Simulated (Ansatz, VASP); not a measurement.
**Ag in VASP and in Ansatz**

Contents of POSCAR:

```
Ag
1.0
    2.9299980804      0.0000000000      0.0000000000
   -1.4649990402      2.5374527707      0.0000000000
    0.0000000000      0.0000000000      4.9816000000
Ag
2
Direct
    0.3333333333      0.6666666667      0.2500000000
    0.6666666667      0.3333333333      0.7500000000
```

Contents of INCAR.step1:

```
SYSTEM = Ag
PREC = Accurate ; ENCUT = 520
ISMEAR = 0 ; SIGMA = 0.15
LREAL = .FALSE. ; LASPH = .TRUE.
NELM = 60 ; NBANDS = 18
GGA = PE ; ALGO = Normal
EDIFF = 1E-4 ; LWAVE = .TRUE.
LCHARG = .FALSE.
```

File INCAR.step2:

```
SYSTEM = Ag
PREC = Accurate ; ENCUT = 520
EDIFF = 1E-6 ; ISMEAR = 0
SIGMA = 0.15 ; LREAL = .FALSE.
LASPH = .TRUE. ; NELM = 60
ALGO = Normal ; ISIF = 2
LWAVE = .FALSE. ; LCHARG = .TRUE.
METAGGA = R2SCAN ; LMIXTAU = .TRUE.
LELF = .TRUE. ; LVHAR = .TRUE.
NBANDS = 18 ; ISTART = 1
```

File KPOINTS:

```
Automatic mesh
0
G
  18 18 10
  0 0 0
```

Input for Ansatz:

```yaml
crystal:
  lattice:
    - [2.9299980804, 0.0, 0.0]
    - [-1.4649990402, 2.5374527707, 0.0]
    - [0.0, 0.0, 4.9816]
  atoms:
    - { symbol: Ag, position: [0.3333333333, 0.6666666667, 0.25] }
    - { symbol: Ag, position: [0.6666666667, 0.3333333333, 0.75] }
basis:
  ecutwfc: 500
kpoints:
  mp_grid: { grid: [18, 18, 10] }
hamiltonian:
  xc: r2scan
scf:
  occupations: { method: gaussian, width: 0.15 }
output:
  forces: true
  stress: true
  eigenvalues: true
```

Change from the starting cell: strain +0.000 along x and y, +0.040 along z, atoms carried along.

Alike in both runs: task single point; functional r2SCAN; k mesh 18 × 18 × 10; occupations gaussian, width 0.15 eV; no spin polarisation.

|  | VASP | Ansatz |
| --- | --- | --- |
| version | VASP 6.6.1 | Ansatz 0.2.0 |
| potentials or method | VASP PAW PBE potentials, release 64 (Ag), cutoff 520 eV | scalar-relativistic, plane waves, PAW |
| valence electrons in the cell | 22 | 38 |

Ansatz gave:

- gap on the k mesh at the Fermi level (eV): none
- pressure (GPa): -5.5
- traceless stress, the component that is largest in VASP (GPa): -1.64

Estimate VASP's values.

gap on the k mesh at the Fermi level (eV): none; pressure (GPa): -5.4; traceless stress, the component that is largest in VASP (GPa): -1.67.

VASP's potentials were made for PBE, not for r2SCAN. A gap of «none» marks a metal or a gap that the smearing closes. The functional is the same, so the differences come from potentials, cutoffs and numerics. VASP's potentials hold 22 valence electrons a cell and Ansatz's 38, so a difference there can come from the potentials and not from the codes.
